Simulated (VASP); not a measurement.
# TiAl (P-6m2) in VASP: notebook, part 2 of 2

VASP 6.6.1. Earlier steps stand in the parts before.

## 3. Single point, PBE

This run uses another cell than the first one, of 14.08 Å³/atom, 1.008 times its volume.

Contents of INCAR:

```
PREC     = Accurate       # precision mode
ENCUT    = 520            # plane-wave cutoff, eV
EDIFF    = 1E-6           # SCF threshold, eV
ISMEAR   = 0              # smearing method
SIGMA    = 0.15           # smearing width, eV
LREAL    = F              # projectors in reciprocal space
LASPH    = T              # aspherical terms in the spheres
NELM     = 80             # most SCF steps
ALGO     = Fast           # electronic algorithm
ISIF     = 2              # what is computed and relaxed
LWAVE    = F              # write WAVECAR
LCHARG   = T              # write CHGCAR
GGA      = PE             # functional
LELF     = T              # ELF
LVHAR    = T            
NBANDS   = 14             # bands
```

Contents of KPOINTS:

```
regular mesh
0
Gamma
  18 18 10
```

Contents of POSCAR:

```
TiAl
1.0
    2.7729000000      0.0000000000      0.0000000000
   -1.3864500000      2.4014018422      0.0000000000
    0.0000000000      0.0000000000      4.2301000000
Ti Al
1 1
Direct
    0.0000000000      0.0000000000      0.0000000000
    0.3333333333      0.6666666667      0.5000000000
```

Potentials or basis: VASP PAW PBE potentials, release 64 (Ti_sv, Al).

Started as:

```console
cat potpaw_PBE.64/Ti_sv/POTCAR potpaw_PBE.64/Al/POTCAR > POTCAR
mpirun -np 1 vasp_std > vasp.out
```

OUTCAR:

```text
PREC = Accurate
   ENCUT = 520
   EDIFF = 1E-6
   ISMEAR = 0
   LREAL = F
   LASPH = T
   NELM = 80
   ISIF = 2
   GGA = PE

 ion  position               nearest neighbor table
   1  0.000  0.000  0.000-   2 2.65   2 2.65   2 2.65   2 2.65   2 2.65   2 2.65
   2  0.333  0.667  0.500-   1 2.65   1 2.65   1 2.65   1 2.65   1 2.65   1 2.65

  LATTYP: Found a hexagonal cell.
 ALAT       =     2.7729000000
 C/A-ratio  =     1.5255148040

  Lattice vectors:

 A1 = (   2.7729000000,   0.0000000000,   0.0000000000)
 A2 = (  -1.3864500000,   2.4014018422,   0.0000000000)
 A3 = (   0.0000000000,   0.0000000000,   4.2301000000)

Analysis of symmetry for initial positions (statically):
=====================================================================
 Subroutine PRICEL returns:
 Original cell was already a primitive cell.

 Routine SETGRP: Setting up the symmetry group for a
 hexagonal supercell.

 Subroutine GETGRP returns: Found 12 space group operations
 (whereof 12 operations were pure point group operations)
 out of a pool of 24 trial point group operations.

[... 168 lines left out ...]
 fundamental gap:      0.0153596196
 Fermi energy:         9.6334387870

 k-point     1 :       0.0000    0.0000    0.0000
  band No.  band energies     occupation
      1     -46.5239      2.00000
      2     -22.8970      2.00000
      3     -22.3297      2.00000
      4     -22.3297      2.00000
      5       0.0354      2.00000
      6       7.3587      2.00000
      7       8.4365      2.00000
      8      11.0522      0.00000
      9      11.0522      0.00000
     10      12.7543      0.00000
     11      12.7543      0.00000
     12      15.3531      0.00000
     13      23.0867      0.00000
     14      23.0867      0.00000
[... 377 lines left out ...]
      1     -46.3805      2.00000
      2     -23.0835      2.00000
      3     -22.7561      2.00000
      4     -22.5666      2.00000
      5       4.9849      2.00000
      6       7.4184      2.00000
      7       7.9666      2.00000
      8       8.6712      2.00000
      9      11.3223      0.00000
     10      13.3641      0.00000
     11      14.6734      0.00000
     12      15.3169      0.00000
     13      15.9730      0.00000
     14      17.5462      0.00000

 [... further k-points ...]
[... 5 lines left out ...]
  --------------------------------------------------------------------------------------
  -------------------------------------------------------------------------------------
  Total        3.7735379      3.7735379      6.4801612      0.0000000      0.0000000      0.0000000
  in kB      214.6394857    214.6394857    368.5926831      0.0000000      0.0000000      0.0000000
  external PRESSURE =     265.9572182 kB  Pullay stress =       0.0000000 kB

 VOLUME and BASIS-vectors are now :
 -----------------------------------------------------------------------------
  energy-cutoff  :      520.00
  volume of cell :       28.17
      direct lattice vectors                 reciprocal lattice vectors
     2.772900000  0.000000000  0.000000000     0.360633272  0.208211717  0.000000000
    -1.386450000  2.401401842  0.000000000     0.000000000  0.416423433  0.000000000
     0.000000000  0.000000000  4.230100000     0.000000000  0.000000000  0.236401031

 POSITION                                       TOTAL-FORCE (eV/Angst)
 -----------------------------------------------------------------------------------
      0.00000      0.00000      0.00000         0.000000     -0.000000      0.000000
     -0.00000      1.60093      2.11505        -0.000000      0.000000      0.000000
 -----------------------------------------------------------------------------------
    total drift:                                0.000000     -0.000000      0.000000

  FREE ENERGIE OF THE ION-ELECTRON SYSTEM (eV)
  ---------------------------------------------------
  free  energy   TOTEN  =       -11.6722897617 eV

  energy  without entropy=      -11.6437416635  energy(sigma->0) =      -11.65801571
```

OSZICAR:

```text
N       E                     dE             d eps       ncg     rms          rms(c)
DAV:   1     0.103714405114E+03    0.10371E+03   -0.71559E+03  6222   0.112E+03
DAV:   2    -0.709734569890E+01   -0.11081E+03   -0.10623E+03  6522   0.306E+02
DAV:   3    -0.128605646186E+02   -0.57632E+01   -0.56528E+01  9216   0.671E+01
[... 17 lines left out ...]
RMM:  21    -0.116722821461E+02   -0.50774E-05   -0.51090E-05  7521   0.280E-02    0.541E-03
RMM:  22    -0.116722855309E+02   -0.33848E-05   -0.38684E-05  8029   0.326E-02    0.782E-03
RMM:  23    -0.116722875263E+02   -0.19954E-05   -0.20408E-05  7049   0.215E-02    0.117E-03
RMM:  24    -0.116722889874E+02   -0.14611E-05   -0.15289E-05  5920   0.143E-02    0.937E-04
RMM:  25    -0.116722897617E+02   -0.77427E-06   -0.83690E-06  5591   0.117E-02
   1 F= -.11672290E+02 E0= -.11658016E+02  d E =-.285481E-01
```

Run time: 1.7 min. Hardware: 1 thread of Intel Xeon 6975P-C, shared host; peak memory 0.22 GiB.

What came out:

```yaml
Free_energy: -11.6723 eV
Pressure: 26.6 GPa
```

Stress tensor (GPa, compression positive):
```
21.46  0.00  0.00
 0.00 21.46  0.00
 0.00  0.00 36.86
```

Levels at points of the mesh, in eV from the Fermi level:
| k point | band 6 | band 7 | band 8 | band 9 | band 10 | band 11 |
| --- | --- | --- | --- | --- | --- | --- |
| (0.00, 0.00, 0.00) | -2.27 | -1.20 | 1.42 | 1.42 | 3.12 | 3.12 |
| (0.50, 0.00, 0.00) | -2.98 | -1.83 | -1.18 | 2.29 | 4.58 | 5.07 |
| (0.00, 0.00, 0.50) | -5.48 | -0.15 | 1.44 | 1.44 | 2.96 | 2.96 |
| (0.50, 0.00, 0.50) | -2.41 | -2.10 | 0.78 | 1.23 | 1.94 | 4.17 |

## 4. Single point, PBE

This run uses another cell than the first one, of 14.17 Å³/atom, 1.014 times its volume.

Contents of INCAR:

```
SYSTEM = TiAl
PREC     = Accurate       ! precision mode
ENCUT    = 520            ! plane-wave cutoff, eV
EDIFF    = 1E-6           ! SCF threshold, eV
ISMEAR   = 0              ! smearing method
SIGMA    = 0.15           ! smearing width, eV
LREAL    = .False.        ! projectors in reciprocal space
LASPH    = .True.         ! aspherical terms in the spheres
NELM     = 80             ! most SCF steps
ALGO     = Normal         ! electronic algorithm
ISIF     = 2              ! what is computed and relaxed
LWAVE    = .False.        ! write WAVECAR
LCHARG   = .True.         ! write CHGCAR
GGA      = PE             ! functional
LELF     = .True.         ! ELF
LVHAR    = .True.       
NBANDS   = 14             ! bands
```

Contents of KPOINTS:

```
Automatic mesh
0
Gamma
  18 18 10
  0 0 0
```

Contents of POSCAR:

```
TiAl
1.0
    2.7369000000      0.0000000000      0.0000000000
   -1.3684500000      2.3702249276      0.0000000000
    0.0000000000      0.0000000000      4.3695000000
Ti Al
1 1
Direct
    0.0000000000      0.0000000000      0.0000000000
    0.3333333333      0.6666666667      0.5000000000
```

Started as:

```console
cat potpaw_PBE.64/Ti_sv/POTCAR potpaw_PBE.64/Al/POTCAR > POTCAR
mpirun -np 1 vasp_std > vasp.out
```

Wall time 47 s (1 thread of Intel Xeon 6975P-C, shared host); peak memory 0.21 GiB.

The run converged. Its results:

```yaml
Free_energy: -11.7608 eV
Pressure: 24.0 GPa
```

Stress tensor (GPa, compression positive):
```
21.70  0.00  0.00
 0.00 21.70  0.00
 0.00  0.00 28.63
```

Levels at points of the mesh, in eV from the Fermi level:
```tsv
k point	band 4	band 5	band 6	band 7	band 8	band 9	band 10	band 11
(0.00, 0.00, 0.00)	-31.92	-9.69	-2.41	-1.68	1.45	1.45	3.26	3.26
(0.50, 0.00, 0.00)	-32.13	-4.16	-2.88	-1.90	-1.24	2.41	4.72	4.73
(0.00, 0.00, 0.50)	-31.92	-8.55	-5.58	-0.44	1.47	1.47	3.14	3.14
(0.50, 0.00, 0.50)	-32.13	-4.17	-2.51	-2.13	0.83	1.10	2.15	3.74
```

## 5. Single point, PBE

This run uses another cell than the first one, of 14.24 Å³/atom, 1.019 times its volume.

Contents of INCAR:

```
PREC = Accurate
ENCUT = 520
EDIFF = 1E-6
ISMEAR = 0
SIGMA = 0.15
LREAL = False
LASPH = True
NELM = 60
ALGO = Normal
ISIF = 2
LWAVE = False
LCHARG = False
GGA = PE
NBANDS = 14
```

Contents of KPOINTS:

```
regular mesh
0
Gamma
  18 18 10
```

Contents of POSCAR:

```
TiAl
1.0
    2.7729000000      0.0000000000      0.0000000000
   -1.3864500000      2.4014018422      0.0000000000
    0.0000000000      0.0000000000      4.2765000000
Ti Al
1 1
Direct
    0.0000000000      0.0000000000      0.0000000000
    0.3333333333      0.6666666667      0.5000000000
```

Started as:

```console
cat potpaw_PBE.64/Ti_sv/POTCAR potpaw_PBE.64/Al/POTCAR > POTCAR
mpirun -np 1 vasp_std > vasp.out
```

Wall time 49 s (1 thread of Intel Xeon 6975P-C, shared host); peak memory 0.22 GiB.

It converged, with:

```yaml
Free_energy: -11.7395 eV
Pressure: 24.2 GPa
```

Stress tensor (GPa, compression positive):
```
19.86  0.00  0.00
 0.00 19.86  0.00
 0.00  0.00 32.79
```

Levels at points of the mesh, in eV from the Fermi level:
```
           k point  band 5  band 6  band 7  band 8  band 9  band 10  band 11  band 12
(0.00, 0.00, 0.00)   -9.57   -2.29   -1.32    1.42    1.42     3.12     3.12     5.50
(0.50, 0.00, 0.00)   -4.18   -2.95   -1.82   -1.17    2.30     4.56     4.95     5.05
(0.00, 0.00, 0.50)   -8.33   -5.49   -0.21    1.44    1.44     2.97     2.97     8.30
(0.50, 0.00, 0.50)   -4.18   -2.43   -2.09    0.77    1.19     1.98     4.03     4.56
```

## 6. Single point, PBE

This run uses another cell than the first one, of 14.34 Å³/atom, 1.026 times its volume.

Contents of INCAR:

```
SYSTEM = TiAl
  PREC = Accurate
  ENCUT = 520
  EDIFF = 1E-6
  ISMEAR = 0
  SIGMA = 0.15
  LREAL = .False.
  LASPH = .True.
  NELM = 80
  ALGO = Normal
  ISIF = 2
  LWAVE = .False.
  LCHARG = .False.
  GGA = PE
  NBANDS = 14
```

Contents of KPOINTS:

```
Automatic mesh
0
Gamma
  18 18 10
  0 0 0
```

Contents of POSCAR:

```
TiAl
1.0
    2.8450000000      0.0000000000      0.0000000000
   -1.4225000000      2.4638422738      0.0000000000
    0.0000000000      0.0000000000      4.0906000000
Ti Al
1 1
Direct
    0.0000000000      0.0000000000      0.0000000000
    0.3333333333      0.6666666667      0.5000000000
```

Potentials or basis: VASP PAW PBE potentials, release 64 (Ti_sv, Al).

Started as:

```console
cat potpaw_PBE.64/Ti_sv/POTCAR potpaw_PBE.64/Al/POTCAR > POTCAR
mpirun -np 1 vasp_std > vasp.out
```

It took 55 s on 1 thread of Intel Xeon 6975P-C, shared host; peak memory 0.22 GiB.

It converged, with:

```yaml
Free_energy: -11.6203 eV
Pressure: 25.2 GPa
```

Stress tensor (GPa, compression positive):
```
17.58  0.00  0.00
 0.00 17.58  0.00
 0.00  0.00 40.30
```

Levels at points of the mesh, in eV from the Fermi level:
```tsv
k point	band 5	band 6	band 7	band 8	band 9	band 10	band 11	band 12
(0.00, 0.00, 0.00)	-9.39	-2.08	-0.58	1.31	1.31	2.84	2.84	6.39
(0.50, 0.00, 0.00)	-4.27	-3.12	-1.66	-1.09	2.06	4.24	5.09	5.44
(0.00, 0.00, 0.50)	-7.92	-5.32	0.24	1.36	1.36	2.61	2.61	9.35
(0.50, 0.00, 0.50)	-4.24	-2.29	-2.05	0.64	1.39	1.60	4.25	4.57
```

## 7. Overview

```csv
cell,gap on the mesh (eV),pressure (GPa)
"a = 2.809, b = 2.809, c = 4.091 Å, angles 90.0, 90.0, 120.0°, 2 atoms",none,29.8
"a = 2.773, b = 2.773, c = 4.230 Å, angles 90.0, 90.0, 120.0°, 2 atoms",none,26.6
"a = 2.737, b = 2.737, c = 4.370 Å, angles 90.0, 90.0, 120.0°, 2 atoms",none,24.0
"a = 2.773, b = 2.773, c = 4.277 Å, angles 90.0, 90.0, 120.0°, 2 atoms",none,24.2
"a = 2.845, b = 2.845, c = 4.091 Å, angles 90.0, 90.0, 120.0°, 2 atoms",none,25.2
```

Alike in all rows: task single point; level PBE; potentials or basis VASP PAW PBE potentials, release 64 (Ti_sv, Al); no spin polarisation; k mesh 18 × 18 × 10; cutoff (eV) 520; smearing gaussian 0.15 eV.

Total energies depend on the potentials used, so only differences within one code and one set of settings carry meaning.
